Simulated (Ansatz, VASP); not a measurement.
## PbSe: VASP beside Ansatz

```
Pb Se
1.0
     0.00000    3.06215    3.06215
     3.06215    0.00000    3.06215
     3.06215    3.06215    0.00000
Pb Se
1 1
Cartesian
  0.0000 0.0000 0.0000
  3.0621 3.0621 3.0621
```

Alike in both runs: task single point; functional PBE; k mesh 10 × 10 × 10; occupations gaussian, width 0.03 eV; no spin polarisation.

|  | VASP | Ansatz |
| --- | --- | --- |
| version | VASP 6.6.1 | Ansatz 0.2.0 |
| potentials or method | VASP PAW PBE potentials, release 64 (Pb_d, Se), cutoff 520 eV | scalar-relativistic, plane waves, PAW |
| valence electrons in the cell | 20 | 30 |

|  | VASP | Ansatz | Ansatz less VASP |
| --- | --- | --- | --- |
| gap on the k mesh at the Fermi level (eV) | 0.30 | 0.29 | -0.005 |
| least direct gap on the mesh (eV) | 0.30 | 0.29 | -0.005 |
| pressure (GPa) | 2.3 | 2.4 | +0.02 |

VASP's potentials hold 20 valence electrons a cell and Ansatz's 30, so a difference there can come from the potentials and not from the codes.

Neither program's run includes spin-orbit coupling.
